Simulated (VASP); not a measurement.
A run of VASP 6.6.1:

File INCAR:

```
SYSTEM = Ga3Te2O
  ALGO = Normal
  EDIFF = 1E-7
  ENCUT = 520
  GGA = PE
  ISIF = 2
  ISMEAR = 0
  LASPH = .True.
  LCHARG = .False.
  LREAL = .False.
  LWAVE = .False.
  NBANDS = 38
  NELM = 80
  PREC = Accurate
  SIGMA = 0.1
```

Contents of KPOINTS:

```
k-points
0
Gamma
  6 6 2
  0 0 0
```

Contents of POSCAR:

```
Ga3Te2O
1.0
    4.2796217700      0.0000000000      0.0000000000
   -2.1398108800      3.7062611700      0.0000000000
    0.0000000000      0.0000000000      9.0128137000
Ga Te O
3 2 1
Direct
    0.6666666700      0.3333333300      0.5000000000
    0.0000000000      0.0000000000      0.0000000000
    0.0000000000      0.0000000000      0.5000000000
    0.3333333300      0.6666666700      0.2462391900
    0.3333333300      0.6666666700      0.7537608100
    0.6666666700      0.3333333300      0.0000000000
```

Potentials or basis: VASP PAW PBE potentials, release 64 (Ga_d, Te, O).

Run with:

```bash
$ cat potpaw_PBE.64/Ga_d/POTCAR potpaw_PBE.64/Te/POTCAR potpaw_PBE.64/O/POTCAR > POTCAR
$ mpirun -np 1 vasp_std > vasp.out
```

Hardware: 1 thread of Intel(R) Xeon(R) 6975P-C (Granite Rapids) (shared host).

**Question.** How long does it take, and how much memory?

**Answer.** Wall time 56 s on 1 thread of Intel(R) Xeon(R) 6975P-C (Granite Rapids), with other jobs on the host, peak memory 0.29 GiB. Counts: scf iterations 19, k points 14.
